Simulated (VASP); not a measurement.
Write the native input for VASP 6.6.1 that does the following.

- Task: electric field gradients
- Functional: PBE
- Potentials or basis: VASP PAW PBE potentials, release 64 (V_sv)
- Cutoff: 520 eV
- k mesh: 15 × 15 × 15
- Occupations: fermi-dirac, width 0.08 eV
- Spin: collinear spin, ferromagnetic start
- Starting moments: [1.5] μB
- Dipole correction: no
- Further INCAR settings: ALGO = Normal; EDIFF = 1e-08; NBANDS = 16

The structure of V lies in POSCAR:

```
V
1.0
    0.0000000000      1.9340762762      1.8192000000
    1.9340762762      0.0000000000      1.8192000000
    1.9340762762      1.9340762762      0.0000000000
V
1
Direct
    0.0000000000      0.0000000000      0.0000000000
```

This cell differs from its parent crystal: z stretched by -4 % at fixed volume.

One way to write it, as run:

INCAR

```
SYSTEM = V
ALGO = Normal
EDIFF = 1E-8
ENCUT = 520
GGA = PE
ISIF = 2
ISMEAR = -1
ISPIN = 2
LASPH = .True.
LCHARG = .False.
LEFG = .True.
LMAXMIX = 4
LORBIT = 11
LREAL = .False.
LWAVE = .False.
MAGMOM = 1.5
NBANDS = 16
NELM = 150
PREC = Accurate
SIGMA = 0.08
```

KPOINTS

```
k-points
0
Gamma
  15 15 15
  0 0 0
```

Potentials or basis: VASP PAW PBE potentials, release 64 (V_sv).

Run with:

```sh
$ cat potpaw_PBE.64/V_sv/POTCAR > POTCAR
$ mpirun -np 1 vasp_std > vasp.out
```

It gave:

```json
{"Pressure": "3.5 GPa", "Net moment": "0.00 μB per cell", "Largest electric field gradient by atom": "V +13.1 V/Å²", "Valence electrons inside the program's atomic spheres": "V 11.63"}
```

Caveat: the cell stands under pressure; without QUAD_EFG the Cq values of the log hold for a quadrupole moment of 1 mb, not for the nuclei.

Wall time 56 s on 1 thread of AMD EPYC 9R45 96-Core Processor (Zen 5), on a shared host, peak memory 0.17 GiB.
